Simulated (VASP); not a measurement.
Here is a VASP 6.6.1 calculation.

The input INCAR:

```
SYSTEM = Ti8HO16
  PREC = Accurate
  ENCUT = 520
  EDIFF = 1E-6
  ISMEAR = 0
  SIGMA = 0.02
  LREAL = Auto
  LASPH = .TRUE.
  NELM = 100
  ALGO = Normal
  ISIF = 2
  LWAVE = .FALSE.
  LCHARG = .FALSE.
  GGA = PE
  NELECT = 192.0
  NBANDS = 114
```

Contents of KPOINTS:

```
Automatic mesh
0
G
  3 3 3
  0 0 0
```

Contents of POSCAR:

```
Ti8HO16
1.0
   -4.6432750091     -4.6432750091      0.0000000000
   -4.6432750091      4.6432750091      0.0000000000
    4.6432750091      0.0000000000     -5.9277640437
Ti O H
8 16 1
Direct
    0.2385781219      0.2438203270      0.5000629205
    1.0228237615     -0.0262312677     -0.0006228318
    0.7382406318      0.7419744188      0.4984670406
    0.4975377812      0.5240697010     -0.0007711171
    0.1250996399      0.6010410811      0.2451067535
    0.8794023230      0.3550851125      0.7548007928
    0.6204432280      0.1415870337      0.2672906661
    0.3532469542      0.8756762730      0.7325617160
    0.4451822150      0.7564241718      0.5004566609
    0.1952859276      0.5076083718     -0.0000074227
    0.9447721701      0.2556514538      0.4996975214
    0.7080474364      0.0365588871      0.0002351646
    0.1221755719      0.9306605298      0.2510752771
    0.8709330350      0.6792724079      0.7487349306
    0.6199032040      0.4331785327      0.2504753882
    0.3696331522      0.1832502655      0.7498228619
    0.0536169268      0.7463402726      0.4964220874
    0.8042783372      0.4851309688      0.0001899536
    0.5572573076      0.2494676554      0.5036470713
    0.3124297462     -0.0045040983      0.0000074227
    0.1357160081      0.3193258521      0.2506837298
    0.8852262723      0.0686778248      0.7498319716
    0.6309114430      0.8258208546      0.2484866113
    0.3824205353      0.5775627568      0.7514393230
    0.7261274036      0.1862939897      1.0008684482
```

Potentials or basis: VASP PAW PBE potentials, release 64 (Ti_sv, O, H).

Command:

```bash
$ cat potpaw_PBE.64/Ti_sv/POTCAR potpaw_PBE.64/O/POTCAR potpaw_PBE.64/H/POTCAR > POTCAR
$ mpirun -np 1 vasp_std > vasp.out
```

Question: What does it give for the largest force?

Answer: 0.104 eV/Å.

Forces in eV/Å, atoms in the order of the input:
```
Ti  -0.033  0.007 -0.011
Ti  -0.006  0.045  0.003
Ti  -0.039  0.016  0.002
Ti   0.028 -0.033  0.001
Ti  -0.040  0.043 -0.011
Ti  -0.042  0.040  0.010
Ti  -0.023 -0.029  0.059
Ti  -0.022 -0.033 -0.060
O   -0.011 -0.008  0.007
O   -0.024 -0.030 -0.002
O   -0.011 -0.005 -0.006
O    0.071 -0.044 -0.001
O    0.056 -0.048 -0.026
O    0.054 -0.048  0.025
O    0.008 -0.014  0.028
O    0.011 -0.015 -0.023
O    0.046  0.044  0.037
O    0.044  0.024  0.003
O    0.046  0.048 -0.039
O   -0.013 -0.005  0.002
O    0.014 -0.025  0.006
O    0.020 -0.026 -0.002
O   -0.028  0.012 -0.038
O   -0.029  0.017  0.039
H   -0.079  0.067  0.000
```

Caveat: the cell carries a net charge on a neutralising background, which shifts energy and pressure.
